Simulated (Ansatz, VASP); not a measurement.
## BaTiO3 in VASP and in Ansatz

```xyz
5
Lattice="3.9728 0.0000 0.0000 0.0000 3.9728 0.0000 0.0000 0.0000 4.1114" Properties=species:S:1:pos:R:3 pbc="T T T"
Ba    1.9864    1.9864    2.4051
Ti    0.0000    0.0000    0.4238
O     0.0000    1.9864    0.2588
O     1.9864    0.0000    0.2588
O     0.0000    0.0000    2.2450
```

Alike in both runs: functional r2SCAN; k mesh 8 × 8 × 8; occupations gaussian, width 0.02 eV; no spin polarisation.

Ansatz relaxed the structure, and its values are those at the end. VASP's run is a single point on that final structure, the one shown.

|  | VASP | Ansatz |
| --- | --- | --- |
| version | VASP 6.6.1 | Ansatz 0.2.0 |
| potentials or method | VASP PAW PBE potentials, release 64 (Ba_sv, Ti_sv, O), cutoff 520 eV | scalar-relativistic, plane waves, PAW |
| valence electrons in the cell | 40 | 40 |

Ansatz gave:

* gap on the k mesh at the Fermi level (eV): 2.23
* least direct gap on the mesh (eV): 2.70
* pressure (GPa): 0.0
* rms of the force components (eV/Å): 0.002

**Question.** What did VASP give for the same quantities?

**Answer.** gap on the k mesh at the Fermi level (eV): 2.21; least direct gap on the mesh (eV): 2.71; pressure (GPa): 1.9; rms of the force components (eV/Å): 0.062.

VASP's potentials were made for PBE, not for r2SCAN. The functional is the same, so the differences come from potentials, cutoffs and numerics.

Neither program's run includes spin-orbit coupling.
